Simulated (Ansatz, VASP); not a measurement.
**TeAs2 in VASP and in Ansatz**

```
Te As
1.0
    -3.55645    3.55645    2.94052
     3.55645   -3.55645    2.94052
     3.55645    3.55645   -2.94052
Te As
2 4
Direct
  0.75000 0.25000 0.50000
  0.00000 0.00000 0.00000
  0.37500 0.62500 0.25000
  0.37500 0.12500 0.75000
  0.37500 0.62500 0.75000
  0.87500 0.62500 0.25000
```

Alike in both runs: task single point; functional PBEsol; k mesh 8 × 8 × 8; occupations methfessel-paxton of order 1, width 0.5 eV; no spin polarisation.

|  | VASP | Ansatz |
| --- | --- | --- |
| version | VASP 6.6.1 | Ansatz 0.2.0 |
| potentials or method | VASP PAW PBE potentials, release 64 (Te, As), cutoff 520 eV | scalar-relativistic, plane waves, PAW |
| valence electrons in the cell | 32 | 92 |

```csv
,VASP,Ansatz,Ansatz less VASP
gap on the k mesh at the Fermi level (eV),none,none,-
pressure (GPa),-3.7,-3.8,-0.10
"traceless stress, the component that is largest in VASP (GPa)",-0.98,-1.03,-0.052
```

VASP's potentials were made for PBE, not for PBEsol. A gap of «none» marks a metal or a gap that the smearing closes. With one functional, cell and mesh, what is left measures potentials, basis and numerics. VASP's potentials hold 32 valence electrons a cell and Ansatz's 92, so a difference there can come from the potentials and not from the codes.

Neither program's run includes spin-orbit coupling.
